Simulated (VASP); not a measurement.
# AgPt3 (Pm-3m) in VASP: notebook, part 2 of 2

VASP 6.6.1. Earlier steps stand in the parts before.

### 3 Electric field gradients, LDA (volume scaled by 1.06)

Input file INCAR:

```
PREC = Accurate ; ENCUT = 520
EDIFF = 1E-8 ; ISMEAR = -1
SIGMA = 0.08 ; LREAL = False
LASPH = True ; NELM = 100
ALGO = Normal ; ISIF = 2
LWAVE = False ; LCHARG = False
LEFG = True ; NBANDS = 28
```

Input file KPOINTS:

```
Automatic mesh
0
Gamma
  9 9 9
```

Input file POSCAR:

```
AgPt3
1.0
    3.9764900074      0.0000000000      0.0000000000
    0.0000000000      3.9764900074      0.0000000000
    0.0000000000      0.0000000000      3.9764900074
Ag Pt
1 3
Direct
    0.0000000000      0.0000000000      0.0000000000
    0.0000000000      0.5000000000      0.5000000000
    0.5000000000      0.0000000000      0.5000000000
    0.5000000000      0.5000000000      0.0000000000
```

Potentials or basis: VASP PAW LDA potentials, release 64 (Ag, Pt).

On the command line:

```sh
cat potpaw_LDA.64/Ag/POTCAR potpaw_LDA.64/Pt/POTCAR > POTCAR
mpirun -np 1 vasp_std > vasp.out
```

OUTCAR:

```text
PREC = Accurate
   ENCUT = 520
   EDIFF = 1E-8
   ISMEAR = -1
   LREAL = False
   LASPH = True
   NELM = 100
   ISIF = 2

 ion  position               nearest neighbor table
   1  0.000  0.000  0.000-   2 2.81   3 2.81   4 2.81   2 2.81   3 2.81   2 2.81   4 2.81   2 2.81
                             3 2.81   4 2.81   3 2.81   4 2.81
   2  0.000  0.500  0.500-   1 2.81   3 2.81   4 2.81   1 2.81   4 2.81   1 2.81   3 2.81   1 2.81
                             3 2.81   4 2.81   4 2.81   3 2.81
   3  0.500  0.000  0.500-   1 2.81   2 2.81   4 2.81   1 2.81   4 2.81   2 2.81   4 2.81   4 2.81
                             1 2.81   2 2.81   1 2.81   2 2.81
   4  0.500  0.500  0.000-   1 2.81   2 2.81   3 2.81   2 2.81   3 2.81   1 2.81   3 2.81   3 2.81
                             1 2.81   2 2.81   2 2.81   1 2.81

  LATTYP: Found a simple cubic cell.
 ALAT       =     3.9764900074

  Lattice vectors:

 A1 = (   3.9764900074,   0.0000000000,   0.0000000000)
 A2 = (   0.0000000000,   3.9764900074,   0.0000000000)
 A3 = (   0.0000000000,   0.0000000000,   3.9764900074)

Analysis of symmetry for initial positions (statically):
=====================================================================
 Subroutine PRICEL returns:
 Original cell was already a primitive cell.

 Routine SETGRP: Setting up the symmetry group for a
 simple cubic supercell.

 Subroutine GETGRP returns: Found 48 space group operations
 (whereof 48 operations were pure point group operations)
 out of a pool of 48 trial point group operations.

The static configuration has the point symmetry O_h .

Analysis of symmetry for dynamics (positions and initial velocities):
=====================================================================
[... 911 lines left out ...]
     28      21.3728      0.00000

 [... further k-points ...]
[... 5 lines left out ...]
  --------------------------------------------------------------------------------------
  -------------------------------------------------------------------------------------
  Total       -4.2507479     -4.2507479     -4.2507479      0.0000000      0.0000000      0.0000000
  in kB     -108.3119170   -108.3119170   -108.3119170      0.0000000      0.0000000      0.0000000
  external PRESSURE =    -108.3119170 kB  Pullay stress =       0.0000000 kB

 VOLUME and BASIS-vectors are now :
 -----------------------------------------------------------------------------
  energy-cutoff  :      520.00
  volume of cell :       62.88
      direct lattice vectors                 reciprocal lattice vectors
     3.976490007  0.000000000  0.000000000     0.251478062  0.000000000  0.000000000
     0.000000000  3.976490007  0.000000000     0.000000000  0.251478062  0.000000000
     0.000000000  0.000000000  3.976490007     0.000000000  0.000000000  0.251478062

 POSITION                                       TOTAL-FORCE (eV/Angst)
 -----------------------------------------------------------------------------------
      0.00000      0.00000      0.00000         0.000000      0.000000      0.000000
      0.00000      1.98825      1.98825         0.000000      0.000000      0.000000
      1.98825      0.00000      1.98825         0.000000      0.000000      0.000000
      1.98825      1.98825      0.00000         0.000000      0.000000      0.000000
 -----------------------------------------------------------------------------------
    total drift:                                0.000000      0.000000     -0.000000

  FREE ENERGIE OF THE ION-ELECTRON SYSTEM (eV)
  ---------------------------------------------------
  free  energy   TOTEN  =       -26.1531689953 eV

  energy  without entropy=      -26.0767064648  energy(sigma->0) =      -26.11493773

 Electric field gradients (V/A^2)
---------------------------------------------------------------------
 ion       V_xx      V_yy      V_zz      V_xy      V_xz      V_yz
---------------------------------------------------------------------
   1      -0.000    -0.000    -0.000     0.000     0.000    -0.000
   2     -10.039     5.020     5.020     0.000     0.000    -0.000
   3       5.020   -10.039     5.020    -0.000     0.000     0.000
   4       5.020     5.020   -10.039     0.000     0.000    -0.000
---------------------------------------------------------------------

 Electric field gradients after diagonalization (V/A^2)
 (convention: |V_zz| > |V_xx| > |V_yy|)
----------------------------------------------------------------------
 ion       V_xx      V_yy      V_zz     asymmetry (V_yy - V_xx)/ V_zz
----------------------------------------------------------------------
   1      -0.000    -0.000    -0.000      -0.259
   2       5.020     5.020   -10.039       0.000
   3       5.020     5.020   -10.039       0.000
   4       5.020     5.020   -10.039       0.000
----------------------------------------------------------------------

           NMR quadrupolar parameters

 Cq : quadrupolar parameter    Cq=e*Q*V_zz/h
 eta: asymmetry parameters     (V_yy - V_xx)/ V_zz
 Q  : nuclear electric quadrupole moment in mb (millibarn)
----------------------------------------------------------------------
 ion       Cq(MHz)       eta       Q (mb)
----------------------------------------------------------------------
   1      -0.000      -0.259       1.000
   2      -0.024       0.000       1.000
   3      -0.024       0.000       1.000
   4      -0.024       0.000       1.000
----------------------------------------------------------------------
```

OSZICAR:

```text
N       E                     dE             d eps       ncg     rms          rms(c)
DAV:   1     0.261605954202E+03    0.26161E+03   -0.20556E+04  1960   0.140E+03
DAV:   2    -0.191752760498E+02   -0.28078E+03   -0.26972E+03  2140   0.324E+02
DAV:   3    -0.276782939562E+02   -0.85030E+01   -0.83228E+01  2168   0.558E+01
DAV:   4    -0.277560618199E+02   -0.77768E-01   -0.77695E-01  2100   0.525E+00
DAV:   5    -0.277567341138E+02   -0.67229E-03   -0.67228E-03  2088   0.561E-01    0.206E+01
DAV:   6    -0.262814574819E+02    0.14753E+01   -0.33962E+00  2040   0.160E+01    0.112E+01
DAV:   7    -0.261792786694E+02    0.10218E+00   -0.41744E-01  2096   0.575E+00    0.443E+00
DAV:   8    -0.261587228331E+02    0.20556E-01   -0.84521E-02  2044   0.474E+00    0.193E+00
DAV:   9    -0.261532745102E+02    0.54483E-02   -0.16403E-02  2044   0.167E+00    0.150E-01
DAV:  10    -0.261531819771E+02    0.92533E-04   -0.97685E-04  2072   0.405E-01    0.923E-02
DAV:  11    -0.261531691245E+02    0.12853E-04   -0.16757E-04  2040   0.172E-01    0.137E-02
DAV:  12    -0.261531693043E+02   -0.17980E-06   -0.11822E-05  2120   0.258E-02    0.780E-03
DAV:  13    -0.261531689978E+02    0.30654E-06   -0.11185E-06  2088   0.829E-03    0.104E-03
DAV:  14    -0.261531689953E+02    0.24233E-08   -0.11257E-08  1296   0.821E-04
   1 F= -.26153169E+02 E0= -.26114938E+02  d E =-.764625E-01
```

stdout:

```text
POSCAR found type information on POSCAR AgPt
 POSCAR found :  2 types and       4 ions
 scaLAPACK will be used
 LDA part: xc-table for (Slater(with rela. corr.)+CA(PZ))
 , standard interpolation
 POSCAR, INCAR and KPOINTS ok, starting setup
 FFT: planning ... GRIDC
 FFT: planning ... GRID_SOFT
 FFT: planning ... GRID
 WAVECAR not read
 entering main loop
ion   1

ion   2

ion   3

ion   4
```

It took 40 s on 1 thread of Intel Xeon Platinum 8124M at 3.00GHz (Skylake/Cascade Lake), shared host; peak memory 0.19 GiB.

What came out:

| Property | Result |
| --- | --- |
| Free energy | -26.1532 eV |
| Pressure | -10.8 GPa |

Electric field gradients, principal values (V/Å²):
| atom | least | middle | greatest (by size) |
| --- | --- | --- | --- |
| 1 Ag | 0.000 | 0.000 | 0.000 |
| 2 Pt | 5.020 | 5.020 | -10.039 |
| 3 Pt | 5.020 | 5.020 | -10.039 |
| 4 Pt | 5.020 | 5.020 | -10.039 |

Caveat: without QUAD_EFG the Cq values of the log hold for a quadrupole moment of 1 mb, not for the nuclei.
